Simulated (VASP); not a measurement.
# Os (P6_3/mmc) in VASP: a series of runs, part 2 of 2

VASP 6.6.1. The steps go on from the part before.

## Step 4: Single point, PBEsol (strain +0.080 along x and y, -0.080 along z)

The input, INCAR:

```
PREC = Accurate
ENCUT = 520
EDIFF = 1E-6
ISMEAR = 0
SIGMA = 0.15
LREAL = F
LASPH = T
NELM = 60
ALGO = Normal
ISIF = 2
LWAVE = F
LCHARG = F
GGA = PS
NBANDS = 15
```

The input, KPOINTS:

```
Automatic mesh
0
Gamma
  18 18 12
```

The input, POSCAR:

```
Os
1.0
    2.9528279736      0.0000000000      0.0000000000
   -1.4764139868      2.5572240381      0.0000000000
    0.0000000000      0.0000000000      3.9741240000
Os
2
Direct
    0.3333333333      0.6666666667      0.2500000000
    0.6666666667      0.3333333333      0.7500000000
```

Potentials or basis: VASP PAW PBE potentials, release 64 (Os).

On the command line:

```bash
$ cat potpaw_PBE.64/Os/POTCAR > POTCAR
$ mpirun -np 1 vasp_std > vasp.out
```

OUTCAR:

```text
PREC = Accurate
   ENCUT = 520
   EDIFF = 1E-6
   ISMEAR = 0
   LREAL = F
   LASPH = T
   NELM = 60
   ISIF = 2
   GGA = PS

 ion  position               nearest neighbor table
   1  0.333  0.667  0.250-   2 2.62   2 2.62   2 2.62   2 2.62   2 2.62   2 2.62
   2  0.667  0.333  0.750-   1 2.62   1 2.62   1 2.62   1 2.62   1 2.62   1 2.62

  LATTYP: Found a hexagonal cell.
 ALAT       =     2.9528279736
 C/A-ratio  =     1.3458704793

  Lattice vectors:

[... 611 lines left out ...]
      8       9.2583      0.00000
      9       9.8029      0.00000
     10      10.8452      0.00000
     11      11.5168      0.00000
     12      13.1775      0.00000
     13      16.9190      0.00000
     14      18.6795      0.00000
     15      21.3780      0.00000

 [... further k-points ...]
[... 5 lines left out ...]
  --------------------------------------------------------------------------------------
  -------------------------------------------------------------------------------------
  Total       -6.6249018     -6.6249018      4.3986252      0.0000000     -0.0000000      0.0000000
  in kB     -353.7053977   -353.7053977    234.8438570      0.0000000     -0.0000000      0.0000000
  external PRESSURE =    -157.5223128 kB  Pullay stress =       0.0000000 kB

 VOLUME and BASIS-vectors are now :
 -----------------------------------------------------------------------------
  energy-cutoff  :      520.00
  volume of cell :       30.01
      direct lattice vectors                 reciprocal lattice vectors
     2.952827974  0.000000000  0.000000000     0.338658401  0.195524519  0.000000000
    -1.476413987  2.557224038  0.000000000     0.000000000  0.391049038  0.000000000
     0.000000000  0.000000000  3.974124000     0.000000000  0.000000000  0.251627780

 POSITION                                       TOTAL-FORCE (eV/Angst)
 -----------------------------------------------------------------------------------
     -0.00000      1.70482      0.99353         0.000000      0.000000      0.000000
      1.47641      0.85241      2.98059        -0.000000     -0.000000      0.000000
 -----------------------------------------------------------------------------------
    total drift:                               -0.000000      0.000000     -0.000000

  FREE ENERGIE OF THE ION-ELECTRON SYSTEM (eV)
  ---------------------------------------------------
  free  energy   TOTEN  =       -23.6688024459 eV

  energy  without entropy=      -23.6547081574  energy(sigma->0) =      -23.66175530
```

OSZICAR:

```text
N       E                     dE             d eps       ncg     rms          rms(c)
DAV:   1     0.977956648819E+02    0.97796E+02   -0.73599E+03  7770   0.101E+03
DAV:   2    -0.201878777104E+02   -0.11798E+03   -0.10316E+03  7952   0.321E+02
DAV:   3    -0.251756419132E+02   -0.49878E+01   -0.47779E+01 10283   0.568E+01
DAV:   4    -0.252185712651E+02   -0.42929E-01   -0.42812E-01  8596   0.551E+00
DAV:   5    -0.252188040492E+02   -0.23278E-03   -0.23277E-03 10255   0.382E-01    0.211E+01
DAV:   6    -0.239835306499E+02    0.12353E+01   -0.11973E+00  9695   0.919E+00    0.904E+00
DAV:   7    -0.236785372678E+02    0.30499E+00   -0.65128E-01  9954   0.666E+00    0.649E-01
DAV:   8    -0.236716137608E+02    0.69235E-02   -0.73194E-03  8071   0.643E-01    0.400E-01
DAV:   9    -0.236688002835E+02    0.28135E-02   -0.18564E-03  9590   0.415E-01    0.566E-02
DAV:  10    -0.236688067633E+02   -0.64798E-05   -0.49211E-05  9530   0.570E-02    0.166E-02
DAV:  11    -0.236688030994E+02    0.36639E-05   -0.16330E-06  7705   0.117E-02    0.170E-03
DAV:  12    -0.236688024459E+02    0.65351E-06   -0.12409E-07  5138   0.350E-03
   1 F= -.23668802E+02 E0= -.23661755E+02  d E =-.140943E-01
```

stdout:

```text
POSCAR found type information on POSCAR Os
 POSCAR found :  1 types and       2 ions
 scaLAPACK will be used
 -----------------------------------------------------------------------------
|                                                                             |
|                                                                             |
|     You enforced a specific xc type in the INCAR file but a different       |
|     I HOPE YOU KNOW WHAT YOU ARE DOING!                                     |
|                                                                             |
 -----------------------------------------------------------------------------

 LDA part: xc-table for (Slater+PW92), standard interpolation
 POSCAR, INCAR and KPOINTS ok, starting setup
 FFT: planning ... GRIDC
 FFT: planning ... GRID_SOFT
 FFT: planning ... GRID
 WAVECAR not read
 entering main loop
```

Run time: 1.8 min. Hardware: 1 thread of Oxide Virtual Turin-like, shared host; peak memory 0.19 GiB.

Results:

* Free energy: -23.6688 eV
* Pressure: -15.8 GPa
* Band gap on the k mesh: zero (bands 8 and 9 overlap by 2.94 eV)

Stress tensor (GPa, compression positive):
```
-35.37   0.00   0.00
  0.00 -35.37   0.00
  0.00   0.00  23.48
```

Caveat: the cell differs from its parent crystal (strain +0.080 along x and y, -0.080 along z); the stress differs along the axes, from -35 to 23 GPa; the PAW data sets were made with another functional, which shifts forces and pressure a little; spin-orbit coupling is left out, which moves the levels of the heavy elements.

## Step 5: Single point, PBEsol (strain +0.000 along x and y, +0.080 along z)

The input, INCAR:

```
SYSTEM = Os
PREC = Accurate
ENCUT = 520
EDIFF = 1E-6
ISMEAR = 0
SIGMA = 0.15
LREAL = .False.
LASPH = .True.
NELM = 60
ALGO = Fast
ISIF = 2
LWAVE = .False.
LCHARG = .False.
GGA = PS
NBANDS = 15
```

The input, KPOINTS:

```
regular mesh
0
Gamma
  18 18 12
  0 0 0
```

The input, POSCAR:

```
Os
1.0
    2.7340999755      0.0000000000      0.0000000000
   -1.3670499878      2.3678000353      0.0000000000
    0.0000000000      0.0000000000      4.6652760000
Os
2
Direct
    0.3333333333      0.6666666667      0.2500000000
    0.6666666667      0.3333333333      0.7500000000
```

Potentials or basis: VASP PAW PBE potentials, release 64 (Os).

On the command line:

```bash
$ cat potpaw_PBE.64/Os/POTCAR > POTCAR
$ mpirun -np 1 vasp_std > vasp.out
```

OUTCAR:

```text
SYSTEM = Os
   PREC = Accurate
   ENCUT = 520
   EDIFF = 1E-6
   ISMEAR = 0
   LREAL = .False.
   LASPH = .True.
   NELM = 60
   ISIF = 2
   GGA = PS

 ion  position               nearest neighbor table
   1  0.333  0.667  0.250-   2 2.82   2 2.82   2 2.82   2 2.82   2 2.82   2 2.82
   2  0.667  0.333  0.750-   1 2.82   1 2.82   1 2.82   1 2.82   1 2.82   1 2.82

  LATTYP: Found a hexagonal cell.
 ALAT       =     2.7340999755
 C/A-ratio  =     1.7063297033

  Lattice vectors:

 A1 = (   2.7340999755,   0.0000000000,   0.0000000000)
 A2 = (  -1.3670499878,   2.3678000353,   0.0000000000)
 A3 = (   0.0000000000,   0.0000000000,   4.6652760000)

Analysis of symmetry for initial positions (statically):
=====================================================================
 Subroutine PRICEL returns:
 Original cell was already a primitive cell.

 Routine SETGRP: Setting up the symmetry group for a
 hexagonal supercell.

 Subroutine GETGRP returns: Found 24 space group operations
 (whereof 12 operations were pure point group operations)
 out of a pool of 24 trial point group operations.

The static configuration has the point symmetry D_3d.
[... 172 lines left out ...]
  band No.  band energies     occupation
      1      -2.1205      2.00000
      2       0.8878      2.00000
      3       4.8869      2.00000
      4       5.5347      2.00000
      5       5.5347      2.00000
      6       6.0961      2.00000
      7       6.0961      2.00000
      8       7.4205      2.00000
      9       7.4205      2.00000
     10       7.4348      2.00000
     11       9.7184      0.00000
     12       9.7184      0.00000
     13      15.3363      0.00000
     14      22.6657      0.00000
[... 401 lines left out ...]
      2       2.1148      2.00000
      3       2.4467      2.00000
      4       5.1861      2.00000
      5       5.2421      2.00000
      6       5.5703      2.00000
      7       6.0717      2.00000
      8       9.5164      0.00000
      9       9.8951      0.00000
     10      10.2209      0.00000
     11      12.1110      0.00000
     12      15.0708      0.00000
     13      16.5874      0.00000
     14      18.7367      0.00000
     15      18.7649      0.00000

 [... further k-points ...]
[... 5 lines left out ...]
  --------------------------------------------------------------------------------------
  -------------------------------------------------------------------------------------
  Total       -2.9706631     -2.9706631    -10.0114550      0.0000000     -0.0000000     -0.0000000
  in kB     -157.5894837   -157.5894837   -531.0935477      0.0000000     -0.0000000     -0.0000000
  external PRESSURE =    -282.0908383 kB  Pullay stress =       0.0000000 kB

 VOLUME and BASIS-vectors are now :
 -----------------------------------------------------------------------------
  energy-cutoff  :      520.00
  volume of cell :       30.20
      direct lattice vectors                 reciprocal lattice vectors
     2.734099975  0.000000000  0.000000000     0.365751073  0.211166481  0.000000000
    -1.367049988  2.367800035  0.000000000     0.000000000  0.422332961  0.000000000
     0.000000000  0.000000000  4.665276000     0.000000000  0.000000000  0.214349590

 POSITION                                       TOTAL-FORCE (eV/Angst)
 -----------------------------------------------------------------------------------
     -0.00000      1.57853      1.16632         0.000000     -0.000000      0.000000
      1.36705      0.78927      3.49896        -0.000000      0.000000      0.000000
 -----------------------------------------------------------------------------------
    total drift:                               -0.000000      0.000000     -0.000000

  FREE ENERGIE OF THE ION-ELECTRON SYSTEM (eV)
  ---------------------------------------------------
  free  energy   TOTEN  =       -24.0627278578 eV

  energy  without entropy=      -24.0460337928  energy(sigma->0) =      -24.05438083
```

OSZICAR:

```text
N       E                     dE             d eps       ncg     rms          rms(c)
DAV:   1     0.966601320471E+02    0.96660E+02   -0.73918E+03  7770   0.101E+03
DAV:   2    -0.206629452056E+02   -0.11732E+03   -0.10288E+03  7931   0.319E+02
DAV:   3    -0.256860548334E+02   -0.50231E+01   -0.48036E+01 10528   0.566E+01
DAV:   4    -0.257296221951E+02   -0.43567E-01   -0.43518E-01  8428   0.554E+00
DAV:   5    -0.257298676572E+02   -0.24546E-03   -0.24545E-03 10528   0.385E-01    0.205E+01
RMM:   6    -0.243749920593E+02    0.13549E+01   -0.11715E+00  7784   0.807E+00    0.734E+00
RMM:   7    -0.240656438428E+02    0.30935E+00   -0.11996E+00  7952   0.644E+00    0.479E-01
RMM:   8    -0.240650447139E+02    0.59913E-03   -0.71302E-02  8442   0.317E+00    0.126E+00
RMM:   9    -0.240656796719E+02   -0.63496E-03   -0.16199E-02  8732   0.800E-01    0.429E-01
RMM:  10    -0.240630496801E+02    0.26300E-02   -0.10281E-02  8022   0.114E+00    0.234E-01
RMM:  11    -0.240627782742E+02    0.27141E-03   -0.32801E-04  8635   0.227E-01    0.801E-02
RMM:  12    -0.240627270397E+02    0.51235E-04   -0.14302E-04  8598   0.883E-02    0.377E-02
RMM:  13    -0.240627300856E+02   -0.30460E-05   -0.21305E-05  8925   0.391E-02    0.285E-02
RMM:  14    -0.240627278792E+02    0.22064E-05   -0.36264E-06  8159   0.121E-02    0.609E-03
RMM:  15    -0.240627278578E+02    0.21407E-07   -0.41607E-07  5104   0.506E-03
   1 F= -.24062728E+02 E0= -.24054381E+02  d E =-.166941E-01
```

Run time: 85 s. Hardware: 1 thread of Oxide Virtual Turin-like, shared host; peak memory 0.19 GiB.

Results:

* Free energy: -24.0627 eV
* Pressure: -28.2 GPa
* Band gap on the k mesh: zero (bands 8 and 9 overlap by 3.36 eV)

Stress tensor (GPa, compression positive):
```
-15.76   0.00   0.00
  0.00 -15.76   0.00
  0.00   0.00 -53.11
```

Levels at points of the mesh, in eV from the Fermi level:
| k point | band 4 | band 5 | band 6 | band 7 | band 8 | band 9 | band 10 | band 11 | band 12 | band 13 |
| --- | --- | --- | --- | --- | --- | --- | --- | --- | --- | --- |
| (0.00, 0.00, 0.00) | -2.65 | -2.65 | -2.09 | -2.09 | -0.77 | -0.77 | -0.75 | 1.53 | 1.53 | 7.15 |
| (0.50, 0.00, 0.00) | -2.81 | -2.59 | -2.42 | -2.17 | 2.00 | 2.35 | 2.67 | 4.08 | 5.38 | 8.68 |
| (0.00, 0.00, 0.50) | -3.63 | -2.67 | -2.67 | -2.67 | -2.67 | 0.78 | 0.78 | 0.78 | 0.78 | 13.36 |
| (0.50, 0.00, 0.50) | -5.07 | -0.77 | -0.77 | -0.11 | -0.11 | 2.53 | 2.53 | 2.90 | 2.90 | 8.54 |

Caveat: the cell differs from its parent crystal (strain +0.000 along x and y, +0.080 along z); the stress differs along the axes, from -53 to -16 GPa; the PAW data sets were made with another functional, which shifts forces and pressure a little; spin-orbit coupling is left out, which moves the levels of the heavy elements.

## Step 6: Overview

| cell | gap on the mesh (eV) | pressure (GPa) |
| --- | --- | --- |
| a = 2.734, b = 2.734, c = 4.492 Å, angles 90.0, 90.0, 120.0°, 2 atoms | none | -17.6 |
| a = 2.843, b = 2.843, c = 4.147 Å, angles 90.0, 90.0, 120.0°, 2 atoms | none | -13.0 |
| a = 2.953, b = 2.953, c = 3.974 Å, angles 90.0, 90.0, 120.0°, 2 atoms | none | -15.8 |
| a = 2.734, b = 2.734, c = 4.665 Å, angles 90.0, 90.0, 120.0°, 2 atoms | none | -28.2 |

Alike in all rows: task single point; level PBEsol; potentials or basis VASP PAW PBE potentials, release 64 (Os); no spin polarisation; k mesh 18 × 18 × 12; cutoff (eV) 520; smearing gaussian 0.15 eV.

Caveats: the PAW data sets were made with another functional, which shifts forces and pressure a little; spin-orbit coupling is left out, which moves the levels of the heavy elements; the stress differs along the axes, from -32 to -10 GPa (at least some runs); the stress differs along the axes, from -25 to 12 GPa (at least some runs); the stress differs along the axes, from -35 to 23 GPa (at least some runs); the stress differs along the axes, from -53 to -16 GPa (at least some runs).

Total energies depend on the potentials used, so only differences within one code and one set of settings carry meaning.
